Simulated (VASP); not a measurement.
The system is MnZn.

```
Mn Zn
1.0
     3.11040    0.00000    0.00000
     0.00000    3.11040    0.00000
     0.00000    0.00000    3.11040
Mn Zn
1 1
Direct
  0.00000 0.00000 0.00000
  0.50000 0.50000 0.50000
```

| Item | Value |
| --- | --- |
| Program | VASP 6.6.1 |
| Task | relaxation of cell and atoms |
| Functional | LDA |
| Potentials or basis | VASP PAW LDA potentials, release 64 (Mn_pv, Zn) |
| Cutoff | 600 eV |
| k mesh | 11 × 11 × 11 |
| Occupations | fermi-dirac, width 0.15 eV |
| Spin | collinear spin, ferromagnetic start |
| Starting moments | [4.0, 0.0] μB |

At the start: pressure -18.4 GPa; volume 15.05 Å³/atom.

Question: How do energy, volume and symmetry change on relaxing?

Answer: Over 15 steps the energy falls by 221.6 meV/atom and the volume is 12.10 Å³/atom (-19.6 %); space group Pm-3m (No. 221, to 0.05 Å); moment 2.55 μB per cell.

The path:
| step | energy change (eV) | largest force (eV/Å) | pressure (GPa) | volume (Å³) |
| --- | --- | --- | --- | --- |
| 1 | 0.0000 | 0.0000 | -18.40 | 30.09 |
| 2 | -0.4200 | 0.0000 | 7.55 | 23.18 |
| 3 | -0.4432 | 0.0000 | 0.25 | 24.17 |
| 4 | -0.4431 | 0.0000 | -0.45 | 24.28 |
| 5 | -0.4431 | 0.0000 | -0.45 | 24.27 |
| 6 | -0.4432 | 0.0000 | -0.41 | 24.27 |
| 7 | -0.4432 | 0.0000 | -0.40 | 24.27 |
| 8 | -0.4432 | 0.0000 | -0.37 | 24.27 |
| 9 | -0.4432 | 0.0000 | -0.39 | 24.27 |
| 10 | -0.4432 | 0.0000 | -0.39 | 24.27 |
| 11 | -0.4432 | 0.0000 | -0.38 | 24.26 |
| 12 | -0.4432 | 0.0000 | -0.37 | 24.26 |
| 13 | -0.4432 | 0.0000 | -0.31 | 24.25 |
| 14 | -0.4432 | 0.0000 | -0.24 | 24.24 |
| 15 | -0.4432 | 0.0000 | -0.05 | 24.21 |

Final structure:
```yaml
crystal:
  lattice:
    - [2.89282, 0.00000, 0.00000]
    - [0.00000, 2.89282, 0.00000]
    - [0.00000, 0.00000, 2.89282]
  atoms:
    - { symbol: Mn, position: [0.00000, 0.00000, 0.00000] }
    - { symbol: Zn, position: [0.50000, 0.50000, 0.50000] }
```

Caveat: the volume moved by over 15 % at a fixed basis, so the end points are rough; the volume moved by -20 % from the deposited cell, more than functionals usually miss.
